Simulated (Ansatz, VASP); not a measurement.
# Se: VASP beside Ansatz

```xyz
1
Lattice="2.7262 0.0000 0.0000 0.0000 2.7262 0.0000 0.0000 0.0000 2.8949" Properties=species:S:1:pos:R:3 pbc="T T T"
Se    0.0000    0.0000    0.0000
```

Change from the starting cell: strain -0.030 along x and y, +0.030 along z, atoms carried along.

Alike in both runs: task single point; functional LDA; k mesh 16 × 16 × 16; occupations gaussian, width 0.15 eV; no spin polarisation.

|  | VASP | Ansatz |
| --- | --- | --- |
| version | VASP 6.6.1 | Ansatz 0.2.0 |
| potentials or method | VASP PAW LDA potentials, release 64 (Se), cutoff 520 eV | scalar-relativistic, plane waves, PAW |
| valence electrons in the cell | 6 | 16 |

```csv
,VASP,Ansatz,Ansatz less VASP
gap on the k mesh at the Fermi level (eV),none,none,-
pressure (GPa),-0.5,-0.7,-0.17
"traceless stress, the component that is largest in VASP (GPa)",-2.30,-2.27,+0.036
```

LDA's correlation is that of Perdew and Zunger in VASP and of Perdew and Wang (1992) in Ansatz. A gap of «none» marks a metal or a gap that the smearing closes. VASP's potentials hold 6 valence electrons a cell and Ansatz's 16, so a difference there can come from the potentials and not from the codes.
